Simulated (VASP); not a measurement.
# Ba2ZnP2 (P-3m1) in VASP: further runs

Ba2ZnP2 is run at these levels: PBE; tasks: single point.

Program: VASP 6.6.1. These are calculated values, not measurements. Logs are shortened: lines on timing, memory, paths and dates and some standing lists are left out, and cuts for length are marked.

### Step 1. The cell of the first run

The structure is trigonal, space group P-3m1 (No. 164). Conventional cell: a = 5.397 Å, b = 5.397 Å, c = 7.169 Å, α = 90.00°, β = 90.00°, γ = 120.00°. Within 4.1 Å of Ba (site symmetry 3m) lie 3 P at 3.13 Å and 3 Zn at 3.73 Å. Zn (site symmetry -3m) has 2 P at 2.34 Å within 3.1 Å. Within 3.1 Å of P (site symmetry 3m) lie 1 Zn at 2.34 Å and 1 P at 2.49 Å.

### Step 2. Single point, PBE

INCAR reads:

```
SYSTEM = Ba2ZnP2
ALGO     = Normal         ! electronic algorithm
EDIFF    = 1E-6           ! SCF threshold, eV
ENCUT    = 520            ! plane-wave cutoff, eV
GGA      = PE             ! functional
ISIF     = 2              ! what is computed and relaxed
ISMEAR   = 0              ! smearing method
LASPH    = .True.         ! aspherical terms in the spheres
LCHARG   = .True.         ! write CHGCAR
LELF     = .True.         ! ELF
LREAL    = .False.        ! projectors in reciprocal space
LVHAR    = .True.       
LWAVE    = .False.        ! write WAVECAR
NBANDS   = 29             ! bands
NELM     = 60             ! most SCF steps
PREC     = Accurate       ! precision mode
SIGMA    = 0.1            ! smearing width, eV
```

KPOINTS reads:

```
k-points
0
Gamma
  6 6 4
  0 0 0
```

POSCAR reads:

```
Ba2ZnP2
1.0
    5.3971438829      0.0000000000      0.0000000000
   -2.6985719414      4.6740637105      0.0000000000
    0.0000000000      0.0000000000      7.1685648327
Ba Zn P
2 1 2
Direct
    0.3333333333      0.6666666667      0.2858235506
    0.6666666667      0.3333333333      0.7141764494
    0.0000000000      0.0000000000      0.0000000000
    0.0000000000      0.0000000000      0.3263460085
    0.0000000000      0.0000000000      0.6736539915
```

Potentials or basis: VASP PAW PBE potentials, release 64 (Ba_sv, Zn, P).

Run with:

```console
cat potpaw_PBE.64/Ba_sv/POTCAR potpaw_PBE.64/Zn/POTCAR potpaw_PBE.64/P/POTCAR > POTCAR
mpirun -np 1 vasp_std > vasp.out
```

OUTCAR:

```text
SYSTEM = Ba2ZnP2
   EDIFF = 1E-6
   ENCUT = 520
   GGA = PE
   ISIF = 2
   ISMEAR = 0
   LASPH = .True.
   LREAL = .False.
   NELM = 60
   PREC = Accurate

 ion  position               nearest neighbor table
   1  0.333  0.667  0.286-   4 3.13   4 3.13   4 3.13   3 3.73   3 3.73   3 3.73   2 4.37   2 4.37
                             2 4.37
   2  0.667  0.333  0.714-   5 3.13   5 3.13   5 3.13   3 3.73   3 3.73   3 3.73   1 4.37   1 4.37
                             1 4.37
   3  0.000  0.000  0.000-   4 2.34   5 2.34   1 3.73   2 3.73   1 3.73   2 3.73   2 3.73   1 3.73

   4  0.000  0.000  0.326-   3 2.34   5 2.49   1 3.13   1 3.13   1 3.13
   5  0.000  0.000  0.674-   3 2.34   4 2.49   2 3.13   2 3.13   2 3.13

  LATTYP: Found a hexagonal cell.
 ALAT       =     5.3971438829
 C/A-ratio  =     1.3282145128

  Lattice vectors:

 A1 = (   5.3971438829,   0.0000000000,   0.0000000000)
 A2 = (  -2.6985719414,   4.6740637105,   0.0000000000)
 A3 = (   0.0000000000,   0.0000000000,   7.1685648327)

Analysis of symmetry for initial positions (statically):
=====================================================================
 Subroutine PRICEL returns:
 Original cell was already a primitive cell.

 Routine SETGRP: Setting up the symmetry group for a
 hexagonal supercell.

 Subroutine GETGRP returns: Found 12 space group operations
 (whereof 12 operations were pure point group operations)
 out of a pool of 24 trial point group operations.

The static configuration has the point symmetry D_3d.

Analysis of symmetry for dynamics (positions and initial velocities):
=====================================================================
 Subroutine PRICEL returns:
 Original cell was already a primitive cell.

 Routine SETGRP: Setting up the symmetry group for a
 hexagonal supercell.

 Subroutine GETGRP returns: Found 12 space group operations
 (whereof 12 operations were pure point group operations)
 out of a pool of 24 trial point group operations.

The dynamic configuration has the point symmetry D_3d.

 Subroutine INISYM returns: Found 12 space group operations
 (whereof 12 operations are pure point group operations),
 and found     1 'primitive' translations

----------------------------------------------------------------------------------------

                                     Primitive cell

  volume of cell :     180.8385

  direct lattice vectors                    reciprocal lattice vectors
     5.397143883  0.000000000  0.000000000     0.185283183  0.106973296  0.000000000
    -2.698571941  4.674063710  0.000000000     0.000000000  0.213946592  0.000000000
     0.000000000  0.000000000  7.168564833     0.000000000  0.000000000  0.139497936

  length of vectors
     5.397143883  5.397143883  7.168564833     0.213946592  0.213946592  0.139497936

  position of ions in fractional coordinates (direct lattice)
     0.333333333  0.666666667  0.285823551
     0.666666667  0.333333333  0.714176449
     0.000000000  0.000000000  0.000000000
     0.000000000  0.000000000  0.326346009
     0.000000000  0.000000000  0.673653991

  ion indices of the primitive-cell ions
   primitive index   ion index
                 1           1
                 2           2
                 3           3
                 4           4
                 5           5

----------------------------------------------------------------------------------------

 KPOINTS: k-points

Automatic generation of k-mesh.
 Grid dimensions read from file:
 generate k-points for:    6    6    4

 Generating k-lattice:

  Cartesian coordinates                     Fractional coordinates (reciprocal lattice)
     0.030880531  0.017828883  0.000000000     0.166666667 -0.000000000  0.000000000
     0.000000000  0.035657765  0.000000000     0.000000000  0.166666667  0.000000000
     0.000000000  0.000000000  0.034874484     0.000000000  0.000000000  0.250000000

  Length of vectors
     0.035657765  0.035657765  0.034874484

  Shift w.r.t. Gamma in fractional coordinates (k-lattice)
     0.000000000  0.000000000  0.000000000

 Subroutine IBZKPT returns following result:
 ===========================================

 Found     24 irreducible k-points:

 Following reciprocal coordinates:
            Coordinates               Weight
  0.000000  0.000000  0.000000      1.000000
  0.166667 -0.000000  0.000000      6.000000
  0.333333 -0.000000  0.000000      6.000000
  0.500000 -0.000000  0.000000      3.000000
  0.166667  0.166667  0.000000      6.000000
  0.333333  0.166667  0.000000     12.000000
[... 16 lines left out ...]
  0.333333  0.166667  0.500000     12.000000
  0.333333  0.333333  0.500000      2.000000
   k-points           NKPTS =     24   k-points in BZ     NKDIM =     24   number of bands    NBANDS=     29
   number of dos      NEDOS =    301   number of ions     NIONS =      5
   total plane-waves  NPLWV =  86400
   dimension x,y,z NGX =    40 NGY =   40 NGZ =   54
   dimension x,y,z NGXF=    80 NGYF=   80 NGZF=  108
   ions per type =               2   1   2
   NGX,Y,Z   is equivalent  to a cutoff of  12.32, 12.32, 12.52 a.u.
   NGXF,Y,Z  is equivalent  to a cutoff of  24.64, 24.64, 25.05 a.u.
 SYSTEM =  Ba2ZnP2
   PREC   = accura    normal or accurate (medium, high low for compatibility)
   ISTART =      0    job   : 0-new  1-cont  2-samecut
   ICHARG =      2    charge: 1-file 2-atom 10-const
   ISPIN  =      1    spin polarized calculation?
   LNONCOLLINEAR =      F non collinear calculations
   LSORBIT =      F    spin-orbit coupling
   LASPH  =      T    aspherical Exc in radial PAW
   ENCUT  =  520.0 eV  38.22 Ry    6.18 a.u.  10.04 10.04 13.33*2*pi/ulx,y,z
   NELM   =     60;   NELMIN=  2; NELMDL= -5     # of ELM steps
   EDIFF  = 0.1E-05   stopping-criterion for ELM
   LREAL  =      F    real-space projection
   EDIFFG = 0.1E-04   stopping-criterion for IOM
   NSW    =      0    number of steps for IOM
   IBRION =     -1    ionic relax: 0-MD 1-quasi-New 2-CG
   NFREE  =      0    steps in history (QN), initial steepest desc. (CG)
   ISIF   =      2    stress and relaxation
   ISYM   =      2    0-nonsym 1-usesym 2-fastsym
   POTIM  = 0.5000    time-step for ionic-motion
   TEBEG  =    0.0;   TEEND  =   0.0 temperature during run
   PSTRESS=    0.0 pullay stress
   NELECT =      42.0000    total number of electrons
   NUPDOWN=      -1.0000    fix difference up-down
   EMIN   =  10.00;   EMAX   =-10.00  energy-range for DOS
   EFERMI =   0.00;   METHOD = LEGACY
   ISMEAR =     0;   SIGMA  =   0.10  broadening in eV -4-tet -1-fermi 0-gaus
   EFERMI_NEDOS =   21; number of points for ismear=-14 and -15
   IALGO  =     38    algorithm
   IMIX   =      4    mixing-type and parameters
     AMIX     =   0.40;   BMIX     =  1.00
     AMIX_MAG =   1.60;   BMIX_MAG =  1.00
  volume/ion in A,a.u.               =      36.17       244.07
  Fermi-wavevector in a.u.,A,eV,Ry     =   1.006300  1.901632 13.777811  1.012641
  Thomas-Fermi vector in A             =   2.139034
   LORBIT       =      0    0 simple, 1 ext, 2 COOP (PROOUT), +10 PAW based schemes
   GGA     = PE    functional components
   LHFCALC =     F    Hartree Fock is set to
   AEXX    =    0.0000 exact exchange contribution
   IVDW    =     0    specifies the selected vdW correction
   LEPSILON=     F    determine dielectric tensor
   LRPA    =     F    only Hartree local field effects (RPA)
 non-spin polarized calculation
 Gauss-broadening in eV      SIGMA  =   0.10
  energy-cutoff  :      520.00
  volume of cell :      180.84
 maximum number of plane-waves:      4896
   NGX = 21   NGY = 21   NGZ = 27

 number of electron      42.0000013 magnetization

 Free energy of the ion-electron system (eV)
  ---------------------------------------------------
  ext. energy  EPLUGINS =         0.00000000
  ---------------------------------------------------
  free energy    TOTEN  =       -18.13091474 eV

  energy without entropy =      -18.12141790  energy(sigma->0) =      -18.12616632

 E-fermi :   2.6509     XC(G=0):  -8.0476

 val. band max:        2.5937323376   @ k =   0.3333   0.3333   0.0000
 cond. band min:       2.7361449857   @ k =   0.3333   0.1667   0.0000
 fundamental gap:      0.1424126480
 Fermi energy:         2.6509024606

 k-point     1 :       0.0000    0.0000    0.0000
  band No.  band energies     occupation
      1     -25.9944      2.00000
      2     -25.9642      2.00000
      3     -11.4849      2.00000
      4     -11.2158      2.00000
      5     -11.2031      2.00000
      6     -11.2031      2.00000
[... 21 lines left out ...]
     28       4.4214      0.00000
     29       6.9676      0.00000

 k-point     2 :       0.1667   -0.0000    0.0000
  band No.  band energies     occupation
      1     -25.9917      2.00000
      2     -25.9651      2.00000
      3     -11.4741      2.00000
      4     -11.2802      2.00000
      5     -11.2191      2.00000
      6     -11.2135      2.00000
[... 21 lines left out ...]
     28       5.2523      0.00000
     29       6.1788      0.00000

 k-point     3 :       0.3333   -0.0000    0.0000
  band No.  band energies     occupation
      1     -25.9853      2.00000
      2     -25.9680      2.00000
      3     -11.4784      2.00000
      4     -11.3965      2.00000
      5     -11.2698      2.00000
      6     -11.2469      2.00000
[... 21 lines left out ...]
     28       5.6033      0.00000
     29       5.8464      0.00000

 k-point     4 :       0.5000   -0.0000    0.0000
  band No.  band energies     occupation
      1     -25.9807      2.00000
      2     -25.9708      2.00000
      3     -11.5253      2.00000
      4     -11.4135      2.00000
      5     -11.2691      2.00000
      6     -11.2595      2.00000
[... 597 lines left out ...]
     28       5.6257      0.00000
     29       5.8689      0.00000

 k-point    23 :       0.3333    0.1667    0.5000
  band No.  band energies     occupation
      1     -25.9798      2.00000
      2     -25.9718      2.00000
      3     -11.5041      2.00000
      4     -11.4207      2.00000
      5     -11.3414      2.00000
      6     -11.2496      2.00000
[... 21 lines left out ...]
     28       5.8223      0.00000
     29       6.3620      0.00000

 k-point    24 :       0.3333    0.3333    0.5000
  band No.  band energies     occupation
      1     -25.9753      2.00000
      2     -25.9753      2.00000
      3     -11.4982      2.00000
      4     -11.3993      2.00000
      5     -11.3993      2.00000
      6     -11.2921      2.00000
[... 21 lines left out ...]
     28       6.2962      0.00000
     29       6.3026      0.00000

------------------------ aborting loop because EDIFF is reached ----------------------------------------

  FORCE on cell =-STRESS in cart. coord.  units (eV):
  Direction    XX          YY          ZZ          XY          YZ          ZX
  --------------------------------------------------------------------------------------
  -------------------------------------------------------------------------------------
  Total        0.4996882      0.4996882      0.4611981      0.0000000      0.0000000      0.0000000
  in kB        4.4270947      4.4270947      4.0860835      0.0000000      0.0000000      0.0000000
  external PRESSURE =       4.3134243 kB  Pullay stress =       0.0000000 kB

 VOLUME and BASIS-vectors are now :
 -----------------------------------------------------------------------------
  energy-cutoff  :      520.00
  volume of cell :      180.84
      direct lattice vectors                 reciprocal lattice vectors
     5.397143883  0.000000000  0.000000000     0.185283183  0.106973296  0.000000000
    -2.698571941  4.674063710  0.000000000     0.000000000  0.213946592  0.000000000
     0.000000000  0.000000000  7.168564833     0.000000000  0.000000000  0.139497936

 POSITION                                       TOTAL-FORCE (eV/Angst)
 -----------------------------------------------------------------------------------
     -0.00000      3.11604      2.04894         0.000000      0.000000     -0.036828
      2.69857      1.55802      5.11962        -0.000000     -0.000000      0.036828
      0.00000      0.00000      0.00000        -0.000000      0.000000      0.000000
      0.00000      0.00000      2.33943         0.000000     -0.000000      0.003294
      0.00000      0.00000      4.82913         0.000000      0.000000     -0.003294
 -----------------------------------------------------------------------------------
    total drift:                                0.000000      0.000000      0.000000

  FREE ENERGIE OF THE ION-ELECTRON SYSTEM (eV)
  ---------------------------------------------------
  free  energy   TOTEN  =       -18.1309147395 eV

  energy  without entropy=      -18.1214178958  energy(sigma->0) =      -18.12616632
```

Run time: 2.1 min. Hardware: 1 thread of Intel Xeon Platinum 8488C (Sapphire Rapids), shared host; peak memory 0.33 GiB.

What came out:

```
Free energy            : -18.1309 eV
Pressure               : 0.4 GPa
Largest force          : 0.037 eV/Å
Band gap on the k mesh : zero (filled and empty bands touch)
```

Forces in eV/Å, atoms in the order of the input:
```
Ba   0.000  0.000 -0.037
Ba   0.000  0.000  0.037
Zn   0.000  0.000  0.000
P    0.000  0.000  0.003
P    0.000  0.000 -0.003
```

Caveat: spin-orbit coupling is left out, which moves the levels of the heavy elements.

### Step 3. Single point, PBE

This run uses another cell than the first one, of 30.76 Å³/atom, 0.851 times its volume.

INCAR reads:

```
SYSTEM = Ba2ZnP2
PREC = Accurate
ENCUT = 520
EDIFF = 1E-7
ISMEAR = 0
SIGMA = 0.1
LREAL = .False.
LASPH = .True.
NELM = 60
ALGO = Normal
ISIF = 2
LWAVE = .False.
LCHARG = .True.
GGA = PE
LELF = .True.
LVHAR = .True.
NBANDS = 29
```

KPOINTS reads:

```
Automatic mesh
0
Gamma
  6 6 4
  0 0 0
```

POSCAR reads:

```
Ba2ZnP2
1.0
    5.6456761418      0.0000000000      0.0000000000
   -2.8228380709      4.8892989603      0.0000000000
    0.0000000000      0.0000000000      5.5726570438
Ba Zn P
2 1 2
Direct
    0.3333333333      0.6666666667      0.2775000000
    0.6666666667      0.3333333333      0.7225000000
    0.0000000000      0.0000000000      0.0000000000
    0.0000000000      0.0000000000      0.3809000000
    0.0000000000      0.0000000000      0.6191000000
```

Potentials or basis: VASP PAW PBE potentials, release 64 (Ba_sv, Zn, P).

Run with:

```console
cat potpaw_PBE.64/Ba_sv/POTCAR potpaw_PBE.64/Zn/POTCAR potpaw_PBE.64/P/POTCAR > POTCAR
mpirun -np 1 vasp_std > vasp.out
```

Run time: 94 s. Hardware: 1 thread of Intel Xeon Platinum 8488C (Sapphire Rapids), shared host; peak memory 0.31 GiB.

The run converged. Its results:

```yaml
Free_energy: 2.2145 eV
Pressure: 42.0 GPa
Largest_force: 84.832 eV/Å
Band_gap_on_the_k_mesh: zero (band 21 reaches 3.77 eV, above the bottom of band 22 at 3.69 eV)
```

Forces on the atoms (eV/Å):
```
Ba    0.000   0.000  -0.360
Ba    0.000   0.000   0.360
Zn    0.000   0.000   0.000
P     0.000   0.000 -84.832
P     0.000   0.000  84.832
```

Stress tensor (GPa, compression positive):
```
 -0.35   0.00   0.00
  0.00  -0.35   0.00
  0.00   0.00 126.55
```

Levels at points of the mesh, in eV from the Fermi level:
| k point | band 17 | band 18 | band 19 | band 20 | band 21 | band 22 | band 23 | band 24 | band 25 | band 26 |
| --- | --- | --- | --- | --- | --- | --- | --- | --- | --- | --- |
| (0.00, 0.00, 0.00) | -7.18 | -6.37 | -0.67 | -0.43 | -0.43 | 0.25 | 0.33 | 0.33 | 1.18 | 1.18 |
| (0.50, 0.00, 0.00) | -7.01 | -6.19 | -1.09 | -0.92 | -0.16 | 0.27 | 0.47 | 0.68 | 1.58 | 1.91 |
| (0.00, 0.00, 0.50) | -6.90 | -5.13 | -2.06 | -2.06 | -0.26 | 0.37 | 1.39 | 1.56 | 1.56 | 1.56 |
| (0.50, 0.00, 0.50) | -6.76 | -4.99 | -2.18 | -1.43 | -0.28 | 0.49 | 1.05 | 1.12 | 1.24 | 1.29 |

Caveat: spin-orbit coupling is left out, which moves the levels of the heavy elements; forces of over 1 eV/Å act on the atoms, so gaps and moduli don't describe the material at rest.
